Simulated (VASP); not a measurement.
# Au (Cmcm) in VASP: single point with PBE

Aim: the single point of Au with PBE.

All numbers are computed with VASP 6.6.1; they aren't measurements. Logs are shortened: lines on timing, memory, paths and dates and some standing lists are left out, and cuts for length are marked.

### 1 The cell of the first run

It takes space group Cmcm (No. 63, orthorhombic). The conventional cell has a = 3.095 Å, b = 4.863 Å, c = 4.797 Å, α = 90.00°, β = 90.00°, γ = 90.00°. Au (site symmetry m2m) has 12 Au at 2.88 to 3.10 Å within 3.8 Å.

### 2 Single point, PBE

File INCAR:

```
PREC = Accurate
ENCUT = 520
EDIFF = 1E-6
ISMEAR = 0
SIGMA = 0.1
LREAL = F
LASPH = T
NELM = 80
ALGO = Normal
ISIF = 2
LWAVE = F
LCHARG = F
GGA = PE
NBANDS = 30
```

File KPOINTS:

```
Automatic mesh
0
Gamma
  4 6 4
```

File POSCAR:

```
Au
1.0
    4.7967404056      0.0000000000      0.0000000000
    0.0000000000      3.0954863717      0.0000000000
    0.0000000000      0.0000000000      4.8626422317
Au
4
Direct
    0.2500000000      0.0000000000      0.1851713192
    0.7500000000      0.0000000000      0.8148286808
    0.2500000000      0.5000000000      0.6851743280
    0.7500000000      0.5000000000      0.3148256720
```

Potentials or basis: VASP PAW PBE potentials, release 64 (Au).

Run with:

```
$ cat potpaw_PBE.64/Au/POTCAR > POTCAR
$ mpirun -np 1 vasp_std > vasp.out
```

OUTCAR:

```text
PREC = Accurate
   ENCUT = 520
   EDIFF = 1E-6
   ISMEAR = 0
   LREAL = F
   LASPH = T
   NELM = 80
   ISIF = 2
   GGA = PE

 ion  position               nearest neighbor table
   1  0.250  0.000  0.185-   3 2.88   3 2.88   3 2.88   3 2.88   4 2.92   4 2.92   4 2.92   4 2.92
                             2 3.00   2 3.00
   2  0.750  0.000  0.815-   4 2.88   4 2.88   4 2.88   4 2.88   3 2.92   3 2.92   3 2.92   3 2.92
                             1 3.00   1 3.00
   3  0.250  0.500  0.685-   1 2.88   1 2.88   1 2.88   1 2.88   2 2.92   2 2.92   2 2.92   2 2.92
                             4 3.00   4 3.00
   4  0.750  0.500  0.315-   2 2.88   2 2.88   2 2.88   2 2.88   1 2.92   1 2.92   1 2.92   1 2.92
                             3 3.00   3 3.00

  LATTYP: Found a simple orthorhombic cell.
 ALAT       =     3.0954863717
 B/A-ratio  =     1.5495918346
 C/A-ratio  =     1.5708814861

  Lattice vectors:

 A1 = (   0.0000000000,  -3.0954863717,   0.0000000000)
 A2 = (   4.7967404056,   0.0000000000,   0.0000000000)
 A3 = (   0.0000000000,   0.0000000000,   4.8626422317)

Analysis of symmetry for initial positions (statically):
=====================================================================
 Subroutine PRICEL returns following result:

  LATTYP: Found a base centered orthorhombic cell.
 ALAT       =     3.0954863718
 B/A-ratio  =     1.5708814860
 C/A-ratio  =     1.5495918345

  Lattice vectors:

 A1 = (   0.0000000000,   1.5477431858,  -2.4313064851)
 A2 = (   0.0000000000,   1.5477431858,   2.4313357466)
 A3 = (   4.7967404056,   0.0000000000,   0.0000000000)

   2 primitive cells build up your supercell.

 Routine SETGRP: Setting up the symmetry group for a
 simple orthorhombic supercell.

 Subroutine GETGRP returns: Found  8 space group operations
 (whereof  4 operations were pure point group operations)
 out of a pool of  8 trial point group operations.

The static configuration has the point symmetry C_2h.
 The point group associated with its full space group is D_2h.

Analysis of symmetry for dynamics (positions and initial velocities):
=====================================================================
 Subroutine PRICEL returns following result:

  LATTYP: Found a base centered orthorhombic cell.
 ALAT       =     3.0954863718
 B/A-ratio  =     1.5708814860
 C/A-ratio  =     1.5495918345

  Lattice vectors:

 A1 = (   0.0000000000,   1.5477431858,  -2.4313064851)
 A2 = (   0.0000000000,   1.5477431858,   2.4313357466)
 A3 = (   4.7967404056,   0.0000000000,   0.0000000000)

   2 primitive cells build up your supercell.

 Routine SETGRP: Setting up the symmetry group for a
 simple orthorhombic supercell.

 Subroutine GETGRP returns: Found  8 space group operations
 (whereof  4 operations were pure point group operations)
 out of a pool of  8 trial point group operations.

The dynamic configuration has the point symmetry C_2h.
 The point group associated with its full space group is D_2h.

 Subroutine INISYM returns: Found  8 space group operations
 (whereof  4 operations are pure point group operations),
 and found     2 'primitive' translations

----------------------------------------------------------------------------------------

                                     Primitive cell

  volume of cell :      36.1009

  direct lattice vectors                    reciprocal lattice vectors
     0.000000000  1.547743186 -2.431306485     0.000000000  0.323052954 -0.205649512
     0.000000000  1.547743186  2.431335747     0.000000000  0.323049066  0.205649512
     4.796740406  0.000000000  0.000000000     0.208474905  0.000000000  0.000000000

  length of vectors
     2.882145068  2.882169752  4.796740406     0.382955523  0.382952244  0.208474905

  position of ions in fractional coordinates (direct lattice)
     0.814828681  0.185171319  0.250000000
     0.185171319  0.814828681  0.750000000

  ion indices of the primitive-cell ions
   primitive index   ion index
                 1           1
                 2           2

----------------------------------------------------------------------------------------

 KPOINTS: Automatic mesh

Automatic generation of k-mesh.
 Grid dimensions read from file:
 generate k-points for:    4    6    4

 Generating k-lattice:

  Cartesian coordinates                     Fractional coordinates (reciprocal lattice)
     0.052118726  0.000000000  0.000000000     0.250000000  0.000000000  0.000000000
     0.000000000  0.053841835  0.000000000     0.000000000  0.166666667  0.000000000
     0.000000000  0.000000000  0.051412378     0.000000000  0.000000000  0.250000000

  Length of vectors
     0.052118726  0.053841835  0.051412378

  Shift w.r.t. Gamma in fractional coordinates (k-lattice)
     0.000000000  0.000000000  0.000000000

 Subroutine IBZKPT returns following result:
 ===========================================

 Found     36 irreducible k-points:

 Following reciprocal coordinates:
            Coordinates               Weight
  0.000000  0.000000  0.000000      1.000000
  0.250000  0.000000  0.000000      2.000000
  0.500000  0.000000  0.000000      1.000000
  0.000000  0.166667  0.000000      2.000000
  0.250000  0.166667  0.000000      4.000000
  0.500000  0.166667  0.000000      2.000000
[... 16 lines left out ...]
  0.250000  0.500000  0.250000      4.000000
  0.500000  0.500000  0.250000      2.000000
 [... further k-points ...]
   k-points           NKPTS =     36   k-points in BZ     NKDIM =     36   number of bands    NBANDS=     30
   number of dos      NEDOS =    301   number of ions     NIONS =      4
   total plane-waves  NPLWV =  31104
   dimension x,y,z NGX =    36 NGY =   24 NGZ =   36
   dimension x,y,z NGXF=    72 NGYF=   48 NGZF=   72
   ions per type =               4
   NGX,Y,Z   is equivalent  to a cutoff of  12.48, 12.89, 12.31 a.u.
   NGXF,Y,Z  is equivalent  to a cutoff of  24.95, 25.78, 24.62 a.u.
 SYSTEM =  unknown system
   PREC   = accura    normal or accurate (medium, high low for compatibility)
   ISTART =      0    job   : 0-new  1-cont  2-samecut
   ICHARG =      2    charge: 1-file 2-atom 10-const
   ISPIN  =      1    spin polarized calculation?
   LNONCOLLINEAR =      F non collinear calculations
   LSORBIT =      F    spin-orbit coupling
   LASPH  =      T    aspherical Exc in radial PAW
   ENCUT  =  520.0 eV  38.22 Ry    6.18 a.u.   8.92  5.76  9.04*2*pi/ulx,y,z
   NELM   =     80;   NELMIN=  2; NELMDL= -5     # of ELM steps
   EDIFF  = 0.1E-05   stopping-criterion for ELM
   LREAL  =      F    real-space projection
   EDIFFG = 0.1E-04   stopping-criterion for IOM
   NSW    =      0    number of steps for IOM
   IBRION =     -1    ionic relax: 0-MD 1-quasi-New 2-CG
   NFREE  =      0    steps in history (QN), initial steepest desc. (CG)
   ISIF   =      2    stress and relaxation
   ISYM   =      2    0-nonsym 1-usesym 2-fastsym
   POTIM  = 0.5000    time-step for ionic-motion
   TEBEG  =    0.0;   TEEND  =   0.0 temperature during run
   PSTRESS=    0.0 pullay stress
   NELECT =      44.0000    total number of electrons
   NUPDOWN=      -1.0000    fix difference up-down
   EMIN   =  10.00;   EMAX   =-10.00  energy-range for DOS
   EFERMI =   0.00;   METHOD = LEGACY
   ISMEAR =     0;   SIGMA  =   0.10  broadening in eV -4-tet -1-fermi 0-gaus
   EFERMI_NEDOS =   21; number of points for ismear=-14 and -15
   IALGO  =     38    algorithm
   IMIX   =      4    mixing-type and parameters
     AMIX     =   0.40;   BMIX     =  1.00
     AMIX_MAG =   1.60;   BMIX_MAG =  1.00
  volume/ion in A,a.u.               =      18.05       121.81
  Fermi-wavevector in a.u.,A,eV,Ry     =   1.387959  2.622862 26.210667  1.926430
  Thomas-Fermi vector in A             =   2.512130
   LORBIT       =      0    0 simple, 1 ext, 2 COOP (PROOUT), +10 PAW based schemes
   GGA     = PE    functional components
   LHFCALC =     F    Hartree Fock is set to
   AEXX    =    0.0000 exact exchange contribution
   IVDW    =     0    specifies the selected vdW correction
   LEPSILON=     F    determine dielectric tensor
   LRPA    =     F    only Hartree local field effects (RPA)
 non-spin polarized calculation
 Gauss-broadening in eV      SIGMA  =   0.10
  energy-cutoff  :      520.00
  volume of cell :       72.20
 maximum number of plane-waves:      1968
 NGX is ok and might be reduce to    36
   NGX = 17   NGY = 11   NGZ = 19

 number of electron      44.0000004 magnetization

 Free energy of the ion-electron system (eV)
  ---------------------------------------------------
  ext. energy  EPLUGINS =         0.00000000
  ---------------------------------------------------
  free energy    TOTEN  =       -12.87298097 eV

  energy without entropy =      -12.86972016  energy(sigma->0) =      -12.87135056

 E-fermi :   8.6433     XC(G=0): -12.3724

 val. band max:        8.5505909226   @ k =   0.2500   0.0000   0.5000
 cond. band min:       8.7206327473   @ k =   0.5000   0.5000   0.5000
 fundamental gap:      0.1700418247
 Fermi energy:         8.6433424187

 k-point     1 :       0.0000    0.0000    0.0000
  band No.  band energies     occupation
      1      -0.7169      2.00000
      2       1.7371      2.00000
      3       2.1122      2.00000
      4       2.2609      2.00000
      5       2.4511      2.00000
      6       3.6358      2.00000
[... 22 lines left out ...]
     29      16.7392      0.00000
     30      21.3933      0.00000

 k-point     2 :       0.2500    0.0000    0.0000
  band No.  band energies     occupation
      1      -0.2106      2.00000
      2       1.6955      2.00000
      3       1.9398      2.00000
      4       2.4199      2.00000
      5       3.0658      2.00000
      6       3.6135      2.00000
[... 22 lines left out ...]
     29      20.0036      0.00000
     30      22.1428      0.00000

 k-point     3 :       0.5000    0.0000    0.0000
  band No.  band energies     occupation
      1       1.0065      2.00000
      2       1.0065      2.00000
      3       2.2760      2.00000
      4       2.2760      2.00000
      5       3.2231      2.00000
      6       3.2231      2.00000
[... 22 lines left out ...]
     29      20.0756      0.00000
     30      20.0756      0.00000

 k-point     4 :       0.0000    0.1667    0.0000
  band No.  band energies     occupation
      1      -0.1766      2.00000
      2       2.1371      2.00000
      3       2.5025      2.00000
      4       2.5507      2.00000
      5       2.6134      2.00000
      6       3.4334      2.00000
[... 22 lines left out ...]
     29      18.1255      0.00000
     30      21.2313      0.00000

 k-point     5 :       0.2500    0.1667    0.0000
  band No.  band energies     occupation
      1       0.3025      2.00000
      2       2.1486      2.00000
      3       2.2843      2.00000
      4       2.8048      2.00000
      5       3.2289      2.00000
      6       3.4969      2.00000
[... 22 lines left out ...]
     29      19.0803      0.00000
     30      21.1684      0.00000
[... 526 lines left out ...]
     29      17.9330      0.00000
     30      17.9330      0.00000

 k-point    22 :       0.0000    0.5000    0.2500
  band No.  band energies     occupation
      1       2.4281      2.00000
      2       2.4282      2.00000
      3       2.5598      2.00000
      4       2.5599      2.00000
      5       2.9091      2.00000
      6       2.9093      2.00000
[... 22 lines left out ...]
     29      16.7115      0.00000
     30      16.7115      0.00000

 k-point    23 :       0.2500    0.5000    0.2500
  band No.  band energies     occupation
      1       2.1316      2.00000
      2       2.1317      2.00000
      3       2.6290      2.00000
      4       2.6290      2.00000
      5       3.1151      2.00000
      6       3.1152      2.00000
[... 22 lines left out ...]
     29      17.8010      0.00000
     30      17.8010      0.00000

 k-point    24 :       0.5000    0.5000    0.2500
  band No.  band energies     occupation
      1       2.2453      2.00000
      2       2.2453      2.00000
      3       2.2453      2.00000
      4       2.2453      2.00000
      5       3.2149      2.00000
      6       3.2149      2.00000
[... 22 lines left out ...]
     29      19.8915      0.00000
     30      19.8915      0.00000

 [... further k-points ...]

------------------------ aborting loop because EDIFF is reached ----------------------------------------

  FORCE on cell =-STRESS in cart. coord.  units (eV):
  Direction    XX          YY          ZZ          XY          YZ          ZX
  --------------------------------------------------------------------------------------
  -------------------------------------------------------------------------------------
  Total       -0.1210260     -0.2203458     -0.1987266      0.0000000      0.0000000      0.0000000
  in kB       -2.6856035     -4.8895391     -4.4098021      0.0000000      0.0000000      0.0000000
  external PRESSURE =      -3.9949815 kB  Pullay stress =       0.0000000 kB

 VOLUME and BASIS-vectors are now :
 -----------------------------------------------------------------------------
  energy-cutoff  :      520.00
  volume of cell :       72.20
      direct lattice vectors                 reciprocal lattice vectors
     4.796740406  0.000000000  0.000000000     0.208474905  0.000000000  0.000000000
     0.000000000  3.095486372  0.000000000     0.000000000  0.323051010  0.000000000
     0.000000000  0.000000000  4.862642232     0.000000000  0.000000000  0.205649512

 POSITION                                       TOTAL-FORCE (eV/Angst)
 -----------------------------------------------------------------------------------
      1.19919      0.00000      0.90042         0.000000      0.000000     -0.001649
      3.59756      0.00000      3.96222        -0.000000     -0.000000      0.001649
      1.19919      1.54774      3.33176         0.000000     -0.000000     -0.001649
      3.59756      1.54774      1.53088        -0.000000      0.000000      0.001649
 -----------------------------------------------------------------------------------
    total drift:                                0.000000     -0.000000      0.000000

  FREE ENERGIE OF THE ION-ELECTRON SYSTEM (eV)
  ---------------------------------------------------
  free  energy   TOTEN  =       -12.8729809682 eV

  energy  without entropy=      -12.8697201584  energy(sigma->0) =      -12.87135056
```

Run time: 19 s. Hardware: 1 thread of Intel Xeon 6975P-C (Granite Rapids), shared host; peak memory 0.2 GiB.

What came out:

- Free energy: -12.8730 eV
- Pressure: -0.4 GPa
- Band gap on the k mesh: zero (band 22 reaches 9.83 eV, above the bottom of band 23 at 6.65 eV)

Stress tensor (GPa, compression positive):
```
-0.27  0.00  0.00
 0.00 -0.49  0.00
 0.00  0.00 -0.44
```

Caveat: spin-orbit coupling is left out, which moves the levels of the heavy elements.
